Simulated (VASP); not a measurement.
# SrCuGe (P-6m2) in VASP: single point with LDA

Aim: the single point of SrCuGe with LDA.

All numbers are computed with VASP 6.6.1; they aren't measurements. Logs are shortened: lines on timing, memory, paths and dates and some standing lists are left out, and cuts for length are marked.

**1. The cell of the first run**

Symmetry: P-6m2, No. 187, hexagonal system. Conventional cell: a = 4.109 Å, b = 4.109 Å, c = 4.467 Å, α = 90.00°, β = 90.00°, γ = 120.00°. Sr (site symmetry -6m2) has 6 Ge at 3.26 Å and 6 Cu at 3.26 Å and 8 Sr at 4.11 to 4.47 Å within 4.5 Å. Cu (site symmetry -6m2) has 3 Ge at 2.37 Å within 3.1 Å. Within 3.1 Å of Ge (site symmetry -6m2) lie 3 Cu at 2.37 Å.

**2. Single point, LDA**

File INCAR:

```
SYSTEM = SrCuGe
PREC = Accurate
ENCUT = 520
EDIFF = 1E-6
ISMEAR = -1
SIGMA = 0.15
LREAL = .FALSE.
LASPH = .TRUE.
NELM = 100
ALGO = Normal
ISIF = 2
LWAVE = .FALSE.
LCHARG = .FALSE.
GGA = CA
NBANDS = 24
```

File KPOINTS:

```
regular mesh
0
G
  12 12 10
  0 0 0
```

File POSCAR:

```
SrCuGe
1.0
    4.1094318720      0.0000000000      0.0000000000
   -2.0547159360      3.5588723962      0.0000000000
    0.0000000000      0.0000000000      4.4671487223
Sr Cu Ge
1 1 1
Direct
    0.6666666667      0.3333333333      0.0000000000
    0.0000000000      0.0000000000      0.5000000000
    0.3333333333      0.6666666667      0.5000000000
```

Potentials or basis: VASP PAW LDA potentials, release 64 (Sr_sv, Cu, Ge_d).

Launch:

```sh
cat potpaw_LDA.64/Sr_sv/POTCAR potpaw_LDA.64/Cu/POTCAR potpaw_LDA.64/Ge_d/POTCAR > POTCAR
mpirun -np 1 vasp_std > vasp.out
```

OUTCAR:

```text
SYSTEM = SrCuGe
   PREC = Accurate
   ENCUT = 520
   EDIFF = 1E-6
   ISMEAR = -1
   LREAL = .FALSE.
   LASPH = .TRUE.
   NELM = 100
   ISIF = 2
   GGA = CA

 ion  position               nearest neighbor table
   1  0.667  0.333  0.000-   3 3.26   3 3.26   2 3.26   2 3.26   3 3.26   3 3.26   2 3.26   2 3.26
                             2 3.26   2 3.26   3 3.26   3 3.26
   2  0.000  0.000  0.500-   3 2.37   3 2.37   3 2.37   1 3.26   1 3.26   1 3.26   1 3.26   1 3.26
                             1 3.26
   3  0.333  0.667  0.500-   2 2.37   2 2.37   2 2.37   1 3.26   1 3.26   1 3.26   1 3.26   1 3.26
                             1 3.26

  LATTYP: Found a hexagonal cell.
 ALAT       =     4.1094318720
 C/A-ratio  =     1.0870477627

  Lattice vectors:

 A1 = (   4.1094318720,   0.0000000000,   0.0000000000)
 A2 = (  -2.0547159360,   3.5588723962,   0.0000000000)
 A3 = (   0.0000000000,   0.0000000000,   4.4671487223)

Analysis of symmetry for initial positions (statically):
=====================================================================
 Subroutine PRICEL returns:
 Original cell was already a primitive cell.

 Routine SETGRP: Setting up the symmetry group for a
 hexagonal supercell.

 Subroutine GETGRP returns: Found 12 space group operations
 (whereof 12 operations were pure point group operations)
 out of a pool of 24 trial point group operations.

The static configuration has the point symmetry D_3h.

Analysis of symmetry for dynamics (positions and initial velocities):
=====================================================================
 Subroutine PRICEL returns:
 Original cell was already a primitive cell.

 Routine SETGRP: Setting up the symmetry group for a
 hexagonal supercell.

 Subroutine GETGRP returns: Found 12 space group operations
 (whereof 12 operations were pure point group operations)
 out of a pool of 24 trial point group operations.

The dynamic configuration has the point symmetry D_3h.

 Subroutine INISYM returns: Found 12 space group operations
 (whereof 12 operations are pure point group operations),
 and found     1 'primitive' translations

----------------------------------------------------------------------------------------

                                     Primitive cell

  volume of cell :      65.3318

  direct lattice vectors                    reciprocal lattice vectors
     4.109431872  0.000000000  0.000000000     0.243342640  0.140493939  0.000000000
    -2.054715936  3.558872396  0.000000000     0.000000000  0.280987877  0.000000000
     0.000000000  0.000000000  4.467148722     0.000000000  0.000000000  0.223856438

  length of vectors
     4.109431872  4.109431872  4.467148722     0.280987877  0.280987877  0.223856438

  position of ions in fractional coordinates (direct lattice)
     0.666666667  0.333333333  0.000000000
     0.000000000  0.000000000  0.500000000
     0.333333333  0.666666667  0.500000000

  ion indices of the primitive-cell ions
   primitive index   ion index
                 1           1
                 2           2
                 3           3

----------------------------------------------------------------------------------------

 KPOINTS: regular mesh

Automatic generation of k-mesh.
 Grid dimensions read from file:
 generate k-points for:   12   12   10

 Generating k-lattice:

  Cartesian coordinates                     Fractional coordinates (reciprocal lattice)
     0.020278553  0.011707828  0.000000000     0.083333333  0.000000000  0.000000000
     0.000000000  0.023415656  0.000000000     0.000000000  0.083333333  0.000000000
     0.000000000  0.000000000  0.022385644     0.000000000  0.000000000  0.100000000

  Length of vectors
     0.023415656  0.023415656  0.022385644

  Shift w.r.t. Gamma in fractional coordinates (k-lattice)
     0.000000000  0.000000000  0.000000000

 Subroutine IBZKPT returns following result:
 ===========================================

 Found    114 irreducible k-points:

 Following reciprocal coordinates:
            Coordinates               Weight
  0.000000  0.000000  0.000000      1.000000
  0.083333  0.000000  0.000000      6.000000
  0.166667 -0.000000  0.000000      6.000000
  0.250000 -0.000000  0.000000      6.000000
  0.333333 -0.000000  0.000000      6.000000
  0.416667 -0.000000  0.000000      6.000000
[... 16 lines left out ...]
  0.250000 -0.000000  0.100000     12.000000
  0.333333 -0.000000  0.100000     12.000000
 [... further k-points ...]
   k-points           NKPTS =    114   k-points in BZ     NKDIM =    114   number of bands    NBANDS=     24
   number of dos      NEDOS =    301   number of ions     NIONS =      3
   total plane-waves  NPLWV =  36864
   dimension x,y,z NGX =    32 NGY =   32 NGZ =   36
   dimension x,y,z NGXF=    64 NGYF=   64 NGZF=   72
   ions per type =               1   1   1
   NGX,Y,Z   is equivalent  to a cutoff of  12.95, 12.95, 13.40 a.u.
   NGXF,Y,Z  is equivalent  to a cutoff of  25.89, 25.89, 26.79 a.u.
 SYSTEM =  SrCuGe
   PREC   = accura    normal or accurate (medium, high low for compatibility)
   ISTART =      0    job   : 0-new  1-cont  2-samecut
   ICHARG =      2    charge: 1-file 2-atom 10-const
   ISPIN  =      1    spin polarized calculation?
   LNONCOLLINEAR =      F non collinear calculations
   LSORBIT =      F    spin-orbit coupling
   LASPH  =      T    aspherical Exc in radial PAW
   ENCUT  =  520.0 eV  38.22 Ry    6.18 a.u.   7.64  7.64  8.31*2*pi/ulx,y,z
   NELM   =    100;   NELMIN=  2; NELMDL= -5     # of ELM steps
   EDIFF  = 0.1E-05   stopping-criterion for ELM
   LREAL  =      F    real-space projection
   EDIFFG = 0.1E-04   stopping-criterion for IOM
   NSW    =      0    number of steps for IOM
   IBRION =     -1    ionic relax: 0-MD 1-quasi-New 2-CG
   NFREE  =      0    steps in history (QN), initial steepest desc. (CG)
   ISIF   =      2    stress and relaxation
   ISYM   =      2    0-nonsym 1-usesym 2-fastsym
   POTIM  = 0.5000    time-step for ionic-motion
   TEBEG  =    0.0;   TEEND  =   0.0 temperature during run
   PSTRESS=    0.0 pullay stress
   NELECT =      35.0000    total number of electrons
   NUPDOWN=      -1.0000    fix difference up-down
   EMIN   =  10.00;   EMAX   =-10.00  energy-range for DOS
   EFERMI =   0.00;   METHOD = LEGACY
   ISMEAR =    -1;   SIGMA  =   0.15  broadening in eV -4-tet -1-fermi 0-gaus
   EFERMI_NEDOS =   21; number of points for ismear=-14 and -15
   IALGO  =     38    algorithm
   IMIX   =      4    mixing-type and parameters
     AMIX     =   0.40;   BMIX     =  1.00
     AMIX_MAG =   1.60;   BMIX_MAG =  1.00
  volume/ion in A,a.u.               =      21.78       146.96
  Fermi-wavevector in a.u.,A,eV,Ry     =   1.329605  2.512589 24.053052  1.767849
  Thomas-Fermi vector in A             =   2.458755
   LORBIT       =      0    0 simple, 1 ext, 2 COOP (PROOUT), +10 PAW based schemes
   GGA     = CA    functional components
   LHFCALC =     F    Hartree Fock is set to
   AEXX    =    0.0000 exact exchange contribution
   IVDW    =     0    specifies the selected vdW correction
   LEPSILON=     F    determine dielectric tensor
   LRPA    =     F    only Hartree local field effects (RPA)
 non-spin polarized calculation
  energy-cutoff  :      520.00
  volume of cell :       65.33
 maximum number of plane-waves:      1793
 NGX is ok and might be reduce to    32
   NGX = 15   NGY = 15   NGZ = 17

 number of electron      35.0000004 magnetization

 Free energy of the ion-electron system (eV)
  ---------------------------------------------------
  ext. energy  EPLUGINS =         0.00000000
  ---------------------------------------------------
  free energy    TOTEN  =       -13.16993020 eV

  energy without entropy =      -13.04298892  energy(sigma->0) =      -13.10645956

 E-fermi :   4.1806     XC(G=0): -10.5093

 val. band max:        4.1741876823   @ k =   0.4167   0.0833   0.0000
 cond. band min:       4.1822941203   @ k =   0.3333   0.1667   0.1000
 fundamental gap:      0.0081064380
 Fermi energy:         4.1805628650

 k-point     1 :       0.0000    0.0000    0.0000
  band No.  band energies     occupation
      1     -30.4827      2.00000
      2     -19.5533      2.00000
      3     -19.5533      2.00000
      4     -19.5522      2.00000
      5     -19.5417      2.00000
      6     -19.5417      2.00000
[... 16 lines left out ...]
     23       9.5944      0.00000
     24       9.5944      0.00000

 k-point     2 :       0.0833    0.0000    0.0000
  band No.  band energies     occupation
      1     -30.4814      2.00000
      2     -19.5535      2.00000
      3     -19.5531      2.00000
      4     -19.5519      2.00000
      5     -19.5419      2.00000
      6     -19.5417      2.00000
[... 16 lines left out ...]
     23       9.3969      0.00000
     24       9.4965      0.00000

 k-point     3 :       0.1667   -0.0000    0.0000
  band No.  band energies     occupation
      1     -30.4779      2.00000
      2     -19.5541      2.00000
      3     -19.5525      2.00000
      4     -19.5512      2.00000
      5     -19.5424      2.00000
      6     -19.5419      2.00000
[... 16 lines left out ...]
     23       9.2574      0.00000
     24       9.5930      0.00000

 k-point     4 :       0.2500   -0.0000    0.0000
  band No.  band energies     occupation
      1     -30.4731      2.00000
      2     -19.5549      2.00000
      3     -19.5517      2.00000
      4     -19.5502      2.00000
      5     -19.5431      2.00000
      6     -19.5421      2.00000
[... 16 lines left out ...]
     23       9.3666      0.00000
     24       9.4338      0.00000

 k-point     5 :       0.3333   -0.0000    0.0000
  band No.  band energies     occupation
      1     -30.4683      2.00000
      2     -19.5557      2.00000
      3     -19.5508      2.00000
      4     -19.5493      2.00000
      5     -19.5439      2.00000
      6     -19.5422      2.00000
[... 451 lines left out ...]
 k-point    22 :       0.1667   -0.0000    0.1000
  band No.  band energies     occupation
      1     -30.4776      2.00000
      2     -19.5541      2.00000
      3     -19.5525      2.00000
      4     -19.5510      2.00000
      5     -19.5424      2.00000
      6     -19.5420      2.00000
[... 16 lines left out ...]
     23       9.8994      0.00000
     24       9.9312      0.00000

 k-point    23 :       0.2500   -0.0000    0.1000
  band No.  band energies     occupation
      1     -30.4728      2.00000
      2     -19.5549      2.00000
      3     -19.5516      2.00000
      4     -19.5501      2.00000
      5     -19.5431      2.00000
      6     -19.5422      2.00000
[... 16 lines left out ...]
     23       9.8552      0.00000
     24      10.1804      0.00000

 k-point    24 :       0.3333   -0.0000    0.1000
  band No.  band energies     occupation
      1     -30.4680      2.00000
      2     -19.5557      2.00000
      3     -19.5508      2.00000
      4     -19.5492      2.00000
      5     -19.5438      2.00000
      6     -19.5423      2.00000
[... 16 lines left out ...]
     23       9.9577      0.00000
     24      10.2742      0.00000

 [... further k-points ...]
[... 5 lines left out ...]
  --------------------------------------------------------------------------------------
  -------------------------------------------------------------------------------------
  Total        0.1177688      0.1177688      0.0529147      0.0000000     -0.0000000      0.0000000
  in kB        2.8881259      2.8881259      1.2976637      0.0000000     -0.0000000      0.0000000
  external PRESSURE =       2.3579718 kB  Pullay stress =       0.0000000 kB

 VOLUME and BASIS-vectors are now :
 -----------------------------------------------------------------------------
  energy-cutoff  :      520.00
  volume of cell :       65.33
      direct lattice vectors                 reciprocal lattice vectors
     4.109431872  0.000000000  0.000000000     0.243342640  0.140493939  0.000000000
    -2.054715936  3.558872396  0.000000000     0.000000000  0.280987877  0.000000000
     0.000000000  0.000000000  4.467148722     0.000000000  0.000000000  0.223856438

 POSITION                                       TOTAL-FORCE (eV/Angst)
 -----------------------------------------------------------------------------------
      2.05472      1.18629      0.00000         0.000000      0.000000      0.000000
      0.00000      0.00000      2.23357         0.000000      0.000000      0.000000
     -0.00000      2.37258      2.23357        -0.000000      0.000000      0.000000
 -----------------------------------------------------------------------------------
    total drift:                               -0.000002      0.000001     -0.000000

  FREE ENERGIE OF THE ION-ELECTRON SYSTEM (eV)
  ---------------------------------------------------
  free  energy   TOTEN  =       -13.1699302047 eV

  energy  without entropy=      -13.0429889230  energy(sigma->0) =      -13.10645956
```

Wall time 2.2 min (1 thread of Intel Xeon Platinum 8488C (Sapphire Rapids), shared host); peak memory 0.32 GiB.

Results:

```
Free energy            : -13.1699 eV
Pressure               : 0.2 GPa
Band gap on the k mesh : zero (an odd number of electrons rules out a gap without spin polarisation)
```

Levels at points of the mesh, in eV from the Fermi level:
| k point | band 16 | band 17 | band 18 | band 19 | band 20 | band 21 |
| --- | --- | --- | --- | --- | --- | --- |
| (0.00, 0.00, 0.00) | -0.26 | 1.01 | 1.01 | 1.09 | 2.66 | 5.23 |
| (0.50, 0.00, 0.00) | -2.99 | -0.10 | -0.06 | 1.23 | 3.98 | 4.42 |
| (0.00, 0.00, 0.50) | -2.85 | 2.06 | 2.06 | 3.45 | 3.45 | 3.52 |
| (0.50, 0.00, 0.50) | -2.80 | -0.83 | -0.71 | 0.27 | 3.90 | 5.37 |
